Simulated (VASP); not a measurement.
BeS:

```
Be S
1.0
     0.00000    2.43431    2.43431
     2.43431    0.00000    2.43431
     2.43431    2.43431    0.00000
Be S
1 1
Direct
  0.00000 0.00000 0.00000
  0.25000 0.25000 0.25000
```

Base run:

```yaml
Program: VASP 6.6.1
Functional: HSE06
Potentials_or_basis: VASP PAW PBE potentials, release 64 (Be, S)
Cutoff: 520 eV
k_mesh: 6 × 6 × 6
Occupations: gaussian, width 0.01 eV
Spin: no spin polarisation
```

Its results: band gap on the k mesh 4.08 eV, indirect (least direct gap 6.87 eV); pressure -1.0 GPa.

Task: The run is repeated on the same cell with these changes: functional from HSE06 to PBE. What comes out?

Result: Band gap on the k mesh 3.14 eV, indirect (least direct gap 5.67 eV); pressure 0.5 GPa.

HSE06 gives the wider gap, since exact exchange removes part of the self-interaction.

Caveats: the PAW data sets were made with another functional, which shifts forces and pressure a little (some runs).

A k mesh can miss the band edges.
